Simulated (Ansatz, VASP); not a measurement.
Li2ZrN3 in VASP and in Ansatz

```
Li Zr N
1.0
     4.12322    0.00000    0.00000
     0.00000    4.12322    0.00000
     0.00000    0.00000    4.18027
Li Zr N
2 1 3
Cartesian
  0.0000 2.0616 2.0901
  2.0616 0.0000 2.0901
  0.0000 0.0000 0.0000
  2.0616 2.0616 1.4860
  2.0616 2.0616 2.6943
  0.0000 0.0000 2.0901
```

Alike in both runs: functional PBE; k mesh 10 × 10 × 10; occupations gaussian, width 0.1 eV; no spin polarisation.

Ansatz relaxed the structure, and its values are those at the end. VASP's run is a single point on that final structure, the one shown.

|  | VASP | Ansatz |
| --- | --- | --- |
| version | VASP 6.6.1 | Ansatz 0.2.0 |
| potentials or method | VASP PAW PBE potentials, release 64 (Li_sv, Zr_sv, N), cutoff 520 eV | scalar-relativistic, plane waves, PAW |
| valence electrons in the cell | 33 | 33 |

VASP gave:

```
gap on the k mesh at the Fermi level (eV) : none
rms of the force components (eV/Å)        : 0.136
```

Which values does Ansatz return?

gap on the k mesh at the Fermi level (eV): none; rms of the force components (eV/Å): 0.000.

A gap of «none» marks a metal or a gap that the smearing closes. With one functional, cell and mesh, what is left measures potentials, basis and numerics.

Noted on VASP's run: the cutoff is under 1.25 times that of the potentials, so the pressure is a little rough; the standard files for N, O and F lose accuracy on very short bonds.
